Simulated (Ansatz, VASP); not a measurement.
# Two plane-wave programs on PdC

```xyz
4
Lattice="2.4113 -3.7214 0.0000 2.4113 3.7214 0.0000 0.0000 0.0000 2.5871" Properties=species:S:1:pos:R:3 pbc="T T T"
Pd    2.4113   -2.3294    1.9404
Pd    2.4113    2.3294    0.6468
C     2.4113   -0.3098    1.9404
C     2.4113    0.3098    0.6468
```

Alike in both runs: functional PBE; k mesh 12 × 12 × 18; occupations gaussian, width 0.1 eV; no spin polarisation.

Ansatz relaxed the structure, and its values are those at the end. VASP's run is a single point on that final structure, the one shown.

|  | VASP | Ansatz |
| --- | --- | --- |
| version | VASP 6.6.1 | Ansatz 0.2.0 |
| potentials or method | VASP PAW PBE potentials, release 64 (Pd, C), cutoff 520 eV | scalar-relativistic, plane waves, PAW |
| valence electrons in the cell | 28 | 44 |

```csv
,VASP,Ansatz,Ansatz less VASP
gap on the k mesh at the Fermi level (eV),none,none,-
pressure (GPa),0.0,0.0,-0.04
rms of the force components (eV/Å),0.011,0.001,-0.0100
```

A gap of «none» marks a metal or a gap that the smearing closes. With one functional, cell and mesh, what is left measures potentials, basis and numerics. VASP's potentials hold 28 valence electrons a cell and Ansatz's 44, so a difference there can come from the potentials and not from the codes.
